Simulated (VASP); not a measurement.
PbSe, 2 atoms in the cell. The structure is cubic, space group Fm-3m (No. 225). The conventional cell has a = 6.162 Å, b = 6.162 Å, c = 6.162 Å, α = 90.00°, β = 90.00°, γ = 90.00°. Pb (site symmetry m-3m) has 6 Se at 3.08 Å within 4.1 Å. Within 4.1 Å of Se (site symmetry m-3m) lie 6 Pb at 3.08 Å. 

```yaml
Program: VASP 6.6.1
Task: single point
Functional: r2SCAN
Potentials_or_basis: VASP PAW PBE potentials, release 64 (Pb_d, Se)
Cutoff: 520 eV
k_mesh: 8 × 8 × 8
Occupations: fermi-dirac, width 0.05 eV
Spin: non-collinear spin, zero start, spin-orbit coupling
Starting_moments: "[[0.0, 0.0, 0.0], [0.0, 0.0, 0.0]] μB"
Dipole_correction: no
Further_INCAR_settings: ALGO = Normal; EDIFF = 1e-06; NBANDS = 32
```

Potentials or basis: VASP PAW PBE potentials, release 64 (Pb_d, Se).

Launch:

```sh
$ cat potpaw_PBE.64/Pb_d/POTCAR potpaw_PBE.64/Se/POTCAR > POTCAR
$ cp INCAR.step1 INCAR
$ mpirun -np 1 vasp_ncl > vasp.out
$ cp INCAR.step2 INCAR
$ mpirun -np 1 vasp_ncl > vasp.out
```

Hardware: 1 thread of Intel(R) Xeon(R) 6975P-C (Granite Rapids), with other jobs on the host.

Task: How long does it take, and how much memory?

Result: Wall time 8.5 min on 1 thread of Intel(R) Xeon(R) 6975P-C (Granite Rapids) (shared host), peak memory 0.41 GiB. Counts: k points 29.
